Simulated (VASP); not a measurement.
# W: single point with PBE0

W:

```
W
1.0
     0.00000    2.01638    2.01638
     2.01638    0.00000    2.01638
     2.01638    2.01638    0.00000
W
1
Direct
  0.00000 0.00000 0.00000
```

This isn't the form of W at room conditions, which is bcc.

| Property | Result |
| --- | --- |
| Program | VASP 6.6.1 |
| Task | single point |
| Functional | PBE0 |
| Potentials or basis | VASP PAW PBE potentials, release 64 (W_sv) |
| Cutoff | 520 eV |
| k mesh | 6 × 6 × 6 |
| Occupations | fermi-dirac, width 0.05 eV |
| Spin | no spin polarisation |

```
Pressure               : -3.6 GPa
Band gap on the k mesh : zero (bands 7 and 8 overlap by 4.29 eV)
```

Levels at points of the mesh, in eV from the Fermi level:
```csv
k point,band 3,band 4,band 5,band 6,band 7,band 8,band 9,band 10,band 11,band 12
"(0.00, 0.00, 0.00)",-40.19,-40.19,-10.54,-0.90,-0.90,-0.90,3.82,3.82,14.08,19.68
"(0.50, 0.00, 0.00)",-40.36,-40.36,-6.80,-0.92,-0.92,0.65,6.33,6.33,11.86,13.70
"(0.50, 0.50, 0.00)",-40.65,-40.65,-6.52,-5.64,3.39,6.49,6.99,6.99,13.16,13.16
```

Run time: 14 min on 1 thread of Intel(R) Xeon(R) Platinum 8259CL CPU @ 2.50GHz (Skylake/Cascade Lake), on a shared host, peak memory 0.15 GiB.

Caveat: the k points lie up to 0.45 Å⁻¹ apart, too coarse for converged energies and pressures of a metal; the PAW data sets were made with another functional, which shifts forces and pressure a little; spin-orbit coupling is left out, which moves the levels of the heavy elements.
